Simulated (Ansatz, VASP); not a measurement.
**BAs: VASP beside Ansatz**

Contents of INCAR:

```
SYSTEM = BAs
PREC = Accurate
ENCUT = 520
EDIFF = 1E-6
ISMEAR = 0
SIGMA = 0.01
LREAL = .False.
LASPH = .True.
NELM = 100
ALGO = Normal
ISIF = 2
LWAVE = .False.
LCHARG = .False.
GGA = PS
NBANDS = 11
```

Contents of KPOINTS:

```
regular mesh
0
Gamma
  6 6 6
  0 0 0
```

The input POSCAR:

```
BAs
1.0
    0.0000000000      2.4302289398      2.4302289398
    2.4302289398      0.0000000000      2.4302289398
    2.4302289398      2.4302289398      0.0000000000
B As
1 1
Direct
    0.0000000000      0.0000000000      0.0000000000
    0.2500000000      0.2500000000      0.2500000000
```

Input for Ansatz:

```yaml
crystal:
  lattice:
    - [0.0, 2.430228939801732, 2.430228939801732]
    - [2.430228939801732, 0.0, 2.430228939801732]
    - [2.430228939801732, 2.430228939801732, 0.0]
  atoms:
    - { symbol: B, position: [0.0, 0.0, 0.0] }
    - { symbol: As, position: [0.25, 0.25, 0.25] }
basis:
  ecutwfc: 450.0
kpoints:
  mp_grid:
    grid: [6, 6, 6]
hamiltonian:
  xc: pbesol
  pseudopotentials:
    kind: paw
scf:
  occupations:
    method: fixed
output:
  stress: true
```

Alike in both runs: task single point; functional PBEsol; k mesh 6 × 6 × 6; no spin polarisation.

```csv
,VASP,Ansatz
version,VASP 6.6.1,Ansatz 0.2.0
potentials or method,"VASP PAW PBE potentials, release 64 (B, As), cutoff 520 eV","plane waves, PAW"
occupations,"gaussian, width 0.01 eV",fixed
valence electrons in the cell,8,18
```

|  | VASP | Ansatz | Ansatz less VASP |
| --- | --- | --- | --- |
| pressure (GPa) | -6.5 | -7.2 | -0.68 |

VASP's potentials were made for PBE, not for PBEsol. VASP's potentials hold 8 valence electrons a cell and Ansatz's 18, so a difference there can come from the potentials and not from the codes.
